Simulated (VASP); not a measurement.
Ag:

```xyz
1
Lattice="2.6410 0.0000 0.0000 0.0000 2.6410 0.0000 0.0000 0.0000 2.6410" Properties=species:S:1:pos:R:3 pbc="T T T"
Ag    0.0000    0.0000    0.0000
```

This isn't the form of Ag at room conditions, which is fcc.

```yaml
Program: VASP 6.6.1
Task: relaxation of cell and atoms
Functional: r2SCAN
Potentials_or_basis: VASP PAW PBE potentials, release 64 (Ag)
Cutoff: 600 eV
k_mesh: 12 × 12 × 12
Occupations: fermi-dirac, width 0.1 eV
Spin: no spin polarisation
```

At the start: pressure 8.6 GPa; volume 18.42 Å³/atom.

How do energy, volume and symmetry change on relaxing?

Over 3 steps the energy falls by 40.2 meV/atom and the volume is 20.07 Å³/atom (+8.9 %); space group Pm-3m (No. 221, to 0.1 Å) before and after.

Step by step:
```csv
step,energy change (eV),largest force (eV/Å),pressure (GPa),volume (Å³)
1,0.0000,0.0000,8.62,18.42
2,-0.0264,0.0000,-3.67,21.19
3,-0.0402,0.0000,0.04,20.07
```

Final structure:
```
Ag
1.0
     2.71736    0.00000    0.00000
     0.00000    2.71736    0.00000
     0.00000    0.00000    2.71736
Ag
1
Direct
  0.00000 0.00000 0.00000
```

Caveat: the PAW data sets were made with another functional, which shifts forces and pressure a little.
